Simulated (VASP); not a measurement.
# SnO2 (P4_2/mnm) in VASP: notebook

SnO2 is run at these levels: r2SCAN; tasks: single point.

Program: VASP 6.6.1. These are calculated values, not measurements. Logs are shortened: lines on timing, memory, paths and dates and some standing lists are left out, and cuts for length are marked.

## 1. The cell of the first run

It takes space group P4_2/mnm (No. 136, tetragonal). Conventional cell: a = 4.306 Å, b = 4.306 Å, c = 3.056 Å, α = 90.00°, β = 90.00°, γ = 90.00°. Within 2.5 Å of Sn (site symmetry mmm) lie 6 O at 1.86 to 1.93 Å. O (site symmetry m2m) has 3 Sn at 1.86 to 1.93 Å and 1 O at 2.36 Å within 2.5 Å.

## 2. Single point, r2SCAN

Input file POSCAR:

```
SnO2
1.0
    4.3061120512      0.0000000000      0.0000000000
    0.0000000000      4.3061120512      0.0000000000
    0.0000000000      0.0000000000      3.0560642077
Sn O
2 4
Direct
    0.5000000000      0.5000000000      0.5000000000
    0.0000000000      0.0000000000      0.0000000000
    0.1941133779      0.8058866221      0.5000000000
    0.8058866221      0.1941133779      0.5000000000
    0.3058866221      0.3058866221      0.0000000000
    0.6941133779      0.6941133779      0.0000000000
```

Input file INCAR.step1:

```
SYSTEM = SnO2
PREC = Accurate
ENCUT = 520
ISMEAR = 0
SIGMA = 0.02
LREAL = .False.
LASPH = .True.
NELM = 80
NBANDS = 35
GGA = PE
ALGO = Normal
EDIFF = 1E-4
LWAVE = .True.
LCHARG = .False.
```

Input file INCAR.step2:

```
SYSTEM = SnO2
PREC = Accurate
ENCUT = 520
EDIFF = 1E-6
ISMEAR = 0
SIGMA = 0.02
LREAL = .False.
LASPH = .True.
NELM = 80
ALGO = Normal
ISIF = 2
LWAVE = .False.
LCHARG = .False.
METAGGA = R2SCAN
LMIXTAU = .True.
NBANDS = 35
ISTART = 1
```

Input file KPOINTS:

```
regular mesh
0
Gamma
  6 6 10
  0 0 0
```

Potentials or basis: VASP PAW PBE potentials, release 64 (Sn_d, O).

Started as:

```
> cat potpaw_PBE.64/Sn_d/POTCAR potpaw_PBE.64/O/POTCAR > POTCAR
> cp INCAR.step1 INCAR
> mpirun -np 1 vasp_std > vasp.out
> cp INCAR.step2 INCAR
> mpirun -np 1 vasp_std > vasp.out
```

OUTCAR:

```text
SYSTEM = SnO2
   PREC = Accurate
   ENCUT = 520
   EDIFF = 1E-6
   ISMEAR = 0
   LREAL = .False.
   LASPH = .True.
   NELM = 80
   ISIF = 2
   METAGGA = R2SCAN
   ISTART = 1

 ion  position               nearest neighbor table
   1  0.500  0.500  0.500-   3 1.86   4 1.86   5 1.93   6 1.93   5 1.93   6 1.93   2 3.41   2 3.41
                             2 3.41   2 3.41   2 3.41   2 3.41   2 3.41   2 3.41
   2  0.000  0.000  0.000-   5 1.86   6 1.86   3 1.93   4 1.93   3 1.93   4 1.93   1 3.41   1 3.41
                             1 3.41   1 3.41   1 3.41   1 3.41   1 3.41   1 3.41
   3  0.194  0.806  0.500-   1 1.86   2 1.93   2 1.93
   4  0.806  0.194  0.500-   1 1.86   2 1.93   2 1.93
   5  0.306  0.306  0.000-   2 1.86   1 1.93   1 1.93
   6  0.694  0.694  0.000-   2 1.86   1 1.93   1 1.93

  LATTYP: Found a simple tetragonal cell.
 ALAT       =     4.3061120512
 C/A-ratio  =     0.7097038283

  Lattice vectors:

 A1 = (   4.3061120512,   0.0000000000,   0.0000000000)
 A2 = (   0.0000000000,   4.3061120512,   0.0000000000)
 A3 = (   0.0000000000,   0.0000000000,   3.0560642077)

Analysis of symmetry for initial positions (statically):
=====================================================================
 Subroutine PRICEL returns:
 Original cell was already a primitive cell.

 Routine SETGRP: Setting up the symmetry group for a
 simple tetragonal supercell.

 Subroutine GETGRP returns: Found 16 space group operations
 (whereof  8 operations were pure point group operations)
 out of a pool of 16 trial point group operations.

The static configuration has the point symmetry D_2h.
 The point group associated with its full space group is D_4h.

Analysis of symmetry for dynamics (positions and initial velocities):
=====================================================================
 Subroutine PRICEL returns:
 Original cell was already a primitive cell.

 Routine SETGRP: Setting up the symmetry group for a
 simple tetragonal supercell.

 Subroutine GETGRP returns: Found 16 space group operations
 (whereof  8 operations were pure point group operations)
 out of a pool of 16 trial point group operations.

The dynamic configuration has the point symmetry D_2h.
 The point group associated with its full space group is D_4h.

 Subroutine INISYM returns: Found 16 space group operations
 (whereof  8 operations are pure point group operations),
 and found     1 'primitive' translations

----------------------------------------------------------------------------------------

                                     Primitive cell

  volume of cell :      56.6674

  direct lattice vectors                    reciprocal lattice vectors
     4.306112051  0.000000000  0.000000000     0.232228049  0.000000000  0.000000000
     0.000000000  4.306112051  0.000000000     0.000000000  0.232228049  0.000000000
     0.000000000  0.000000000  3.056064208     0.000000000  0.000000000  0.327218256

  length of vectors
     4.306112051  4.306112051  3.056064208     0.232228049  0.232228049  0.327218256

  position of ions in fractional coordinates (direct lattice)
     0.500000000  0.500000000  0.500000000
     0.000000000  0.000000000  0.000000000
     0.194113378  0.805886622  0.500000000
     0.805886622  0.194113378  0.500000000
     0.305886622  0.305886622  0.000000000
     0.694113378  0.694113378  0.000000000

  ion indices of the primitive-cell ions
   primitive index   ion index
                 1           1
                 2           2
                 3           3
                 4           4
                 5           5
                 6           6

----------------------------------------------------------------------------------------

 KPOINTS: regular mesh

Automatic generation of k-mesh.
 Grid dimensions read from file:
 generate k-points for:    6    6   10

 Generating k-lattice:

  Cartesian coordinates                     Fractional coordinates (reciprocal lattice)
     0.038704675  0.000000000  0.000000000     0.166666667  0.000000000  0.000000000
     0.000000000  0.038704675  0.000000000     0.000000000  0.166666667  0.000000000
     0.000000000  0.000000000  0.032721826     0.000000000  0.000000000  0.100000000

  Length of vectors
     0.038704675  0.038704675  0.032721826

  Shift w.r.t. Gamma in fractional coordinates (k-lattice)
     0.000000000  0.000000000  0.000000000

 Subroutine IBZKPT returns following result:
 ===========================================

 Found     60 irreducible k-points:

 Following reciprocal coordinates:
            Coordinates               Weight
  0.000000  0.000000  0.000000      1.000000
  0.166667  0.000000  0.000000      4.000000
  0.333333  0.000000  0.000000      4.000000
  0.500000  0.000000  0.000000      2.000000
  0.166667  0.166667  0.000000      4.000000
  0.333333  0.166667  0.000000      8.000000
[... 16 lines left out ...]
  0.333333  0.000000  0.200000      8.000000
  0.500000  0.000000  0.200000      4.000000
 [... further k-points ...]
   k-points           NKPTS =     60   k-points in BZ     NKDIM =     60   number of bands    NBANDS=     35
   number of dos      NEDOS =    301   number of ions     NIONS =      6
   total plane-waves  NPLWV =  24576
   dimension x,y,z NGX =    32 NGY =   32 NGZ =   24
   dimension x,y,z NGXF=    64 NGYF=   64 NGZF=   48
   ions per type =               2   4
   NGX,Y,Z   is equivalent  to a cutoff of  12.35, 12.35, 13.06 a.u.
   NGXF,Y,Z  is equivalent  to a cutoff of  24.71, 24.71, 26.11 a.u.
 SYSTEM =  SnO2
   PREC   = accura    normal or accurate (medium, high low for compatibility)
   ISTART =      1    job   : 0-new  1-cont  2-samecut
   ICHARG =      0    charge: 1-file 2-atom 10-const
   ISPIN  =      1    spin polarized calculation?
   LNONCOLLINEAR =      F non collinear calculations
   LSORBIT =      F    spin-orbit coupling
   LASPH  =      T    aspherical Exc in radial PAW
   ENCUT  =  520.0 eV  38.22 Ry    6.18 a.u.   8.01  8.01  5.68*2*pi/ulx,y,z
   NELM   =     80;   NELMIN=  2; NELMDL=  0     # of ELM steps
   EDIFF  = 0.1E-05   stopping-criterion for ELM
   LREAL  =      F    real-space projection
   EDIFFG = 0.1E-04   stopping-criterion for IOM
   NSW    =      0    number of steps for IOM
   IBRION =     -1    ionic relax: 0-MD 1-quasi-New 2-CG
   NFREE  =      0    steps in history (QN), initial steepest desc. (CG)
   ISIF   =      2    stress and relaxation
   ISYM   =      2    0-nonsym 1-usesym 2-fastsym
   POTIM  = 0.5000    time-step for ionic-motion
   TEBEG  =    0.0;   TEEND  =   0.0 temperature during run
   PSTRESS=    0.0 pullay stress
   NELECT =      52.0000    total number of electrons
   NUPDOWN=      -1.0000    fix difference up-down
   EMIN   =  10.00;   EMAX   =-10.00  energy-range for DOS
   EFERMI =   0.00;   METHOD = LEGACY
   ISMEAR =     0;   SIGMA  =   0.02  broadening in eV -4-tet -1-fermi 0-gaus
   EFERMI_NEDOS =   21; number of points for ismear=-14 and -15
   IALGO  =     38    algorithm
   IMIX   =      4    mixing-type and parameters
     AMIX     =   0.40;   BMIX     =  1.00
     AMIX_MAG =   1.60;   BMIX_MAG =  1.00
  volume/ion in A,a.u.               =       9.44        63.74
  Fermi-wavevector in a.u.,A,eV,Ry     =   1.590859  3.006287 34.434046  2.530831
  Thomas-Fermi vector in A             =   2.689488
   LORBIT       =      0    0 simple, 1 ext, 2 COOP (PROOUT), +10 PAW based schemes
   METAGGA = R2SCAN    functional components
   LHFCALC =     F    Hartree Fock is set to
   AEXX    =    0.0000 exact exchange contribution
   IVDW    =     0    specifies the selected vdW correction
   LEPSILON=     F    determine dielectric tensor
   LRPA    =     F    only Hartree local field effects (RPA)
 non-spin polarized calculation
 Gauss-broadening in eV      SIGMA  =   0.02
  energy-cutoff  :      520.00
  volume of cell :       56.67
 maximum number of plane-waves:      1547
   NGX = 17   NGY = 17   NGZ = 11

 number of electron      52.0000068 magnetization

 Free energy of the ion-electron system (eV)
  ---------------------------------------------------
  ext. energy  EPLUGINS =         0.00000000
  ---------------------------------------------------
  free energy    TOTEN  =       -80.86782356 eV

  energy without entropy =      -80.86782356  energy(sigma->0) =      -80.86782356

 E-fermi :   8.8960     XC(G=0): -13.4724

 val. band max:        8.7185325782   @ k =   0.0000   0.0000   0.0000
 cond. band min:      13.7498809267   @ k =   0.0000   0.0000   0.0000
 fundamental gap:      5.0313483485
 Fermi energy:         8.8959622631

 k-point     1 :       0.0000    0.0000    0.0000
  band No.  band energies     occupation
      1     -13.7724      2.00000
      2     -13.2015      2.00000
      3     -11.5411      2.00000
      4     -11.1822      2.00000
      5     -11.1822      2.00000
      6     -11.1414      2.00000
[... 27 lines left out ...]
     34      25.4141      0.00000
     35      25.7339      0.00000

 k-point     2 :       0.1667    0.0000    0.0000
  band No.  band energies     occupation
      1     -13.6967      2.00000
      2     -13.0812      2.00000
      3     -11.8945      2.00000
      4     -11.2235      2.00000
      5     -11.1760      2.00000
      6     -11.1754      2.00000
[... 27 lines left out ...]
     34      25.2416      0.00000
     35      25.4235      0.00000

 k-point     3 :       0.3333    0.0000    0.0000
  band No.  band energies     occupation
      1     -13.4714      2.00000
      2     -12.8253      2.00000
      3     -12.3830      2.00000
      4     -11.5482      2.00000
      5     -11.1628      2.00000
      6     -11.1616      2.00000
[... 27 lines left out ...]
     34      24.6030      0.00000
     35      24.7633      0.00000

 k-point     4 :       0.5000    0.0000    0.0000
  band No.  band energies     occupation
      1     -13.1095      2.00000
      2     -13.1095      2.00000
      3     -12.0804      2.00000
      4     -12.0804      2.00000
      5     -11.1551      2.00000
      6     -11.1551      2.00000
[... 27 lines left out ...]
     34      24.1442      0.00000
     35      25.0999      0.00000

 k-point     5 :       0.1667    0.1667    0.0000
  band No.  band energies     occupation
      1     -13.6668      2.00000
      2     -12.9372      2.00000
      3     -12.2040      2.00000
      4     -11.1848      2.00000
      5     -11.1652      2.00000
      6     -11.1608      2.00000
[... 638 lines left out ...]
 k-point    22 :       0.1667    0.0000    0.2000
  band No.  band energies     occupation
      1     -13.4659      2.00000
      2     -12.7997      2.00000
      3     -12.2316      2.00000
      4     -12.1509      2.00000
      5     -11.3462      2.00000
      6     -10.9957      2.00000
[... 27 lines left out ...]
     34      24.1636      0.00000
     35      24.5450      0.00000

 k-point    23 :       0.3333    0.0000    0.2000
  band No.  band energies     occupation
      1     -13.3146      2.00000
      2     -12.8505      2.00000
      3     -12.3119      2.00000
      4     -12.1797      2.00000
      5     -11.1737      2.00000
      6     -10.9842      2.00000
[... 27 lines left out ...]
     34      23.9142      0.00000
     35      24.1982      0.00000

 k-point    24 :       0.5000    0.0000    0.2000
  band No.  band energies     occupation
      1     -13.0830      2.00000
      2     -13.0830      2.00000
      3     -12.2441      2.00000
      4     -12.2441      2.00000
      5     -11.0098      2.00000
      6     -11.0098      2.00000
[... 27 lines left out ...]
     34      23.8224      0.00000
     35      24.3730      0.00000

 [... further k-points ...]
[... 5 lines left out ...]
  --------------------------------------------------------------------------------------
  -------------------------------------------------------------------------------------
  Total       32.8600478     32.8600478     33.1609685     -0.0000000      0.0000000      0.0000000
  in kB      929.0640298    929.0640298    937.5720682     -0.0000000      0.0000000      0.0000000
  external PRESSURE =     931.9000426 kB  Pullay stress =       0.0000000 kB

 VOLUME and BASIS-vectors are now :
 -----------------------------------------------------------------------------
  energy-cutoff  :      520.00
  volume of cell :       56.67
      direct lattice vectors                 reciprocal lattice vectors
     4.306112051  0.000000000  0.000000000     0.232228049  0.000000000  0.000000000
     0.000000000  4.306112051  0.000000000     0.000000000  0.232228049  0.000000000
     0.000000000  0.000000000  3.056064208     0.000000000  0.000000000  0.327218256

 POSITION                                       TOTAL-FORCE (eV/Angst)
 -----------------------------------------------------------------------------------
      2.15306      2.15306      1.52803        -0.000000      0.000000      0.000000
      0.00000      0.00000      0.00000        -0.000000      0.000000      0.000000
      0.83587      3.47024      1.52803         0.015268     -0.015268      0.000000
      3.47024      0.83587      1.52803        -0.015268      0.015268     -0.000000
      1.31718      1.31718      0.00000        -0.015268     -0.015268      0.000000
      2.98893      2.98893      0.00000         0.015268      0.015268     -0.000000
 -----------------------------------------------------------------------------------
    total drift:                                0.000000     -0.000000     -0.000000

  FREE ENERGIE OF THE ION-ELECTRON SYSTEM (eV)
  ---------------------------------------------------
  free  energy   TOTEN  =       -80.8678235644 eV

  energy  without entropy=      -80.8678235644  energy(sigma->0) =      -80.86782356
```

It took 3.7 min on 1 thread of Intel Xeon Platinum 8488C (Sapphire Rapids), shared host; peak memory 0.23 GiB.

Results:

```yaml
Free_energy: -80.8678 eV
Pressure: 93.2 GPa
Largest_force: 0.022 eV/Å
Band_gap_on_the_k_mesh: 5.03 eV, direct
```

Forces on the atoms (eV/Å):
```
Sn   0.000  0.000  0.000
Sn   0.000  0.000  0.000
O    0.015 -0.015  0.000
O   -0.015  0.015  0.000
O   -0.015 -0.015  0.000
O    0.015  0.015  0.000
```

Stress tensor (GPa, compression positive):
```
92.91  0.00  0.00
 0.00 92.91  0.00
 0.00  0.00 93.76
```

Caveat: the PAW data sets were made with another functional, which shifts forces and pressure a little; spin-orbit coupling is left out, which moves the levels of the heavy elements.

[end of part 1 of 2]
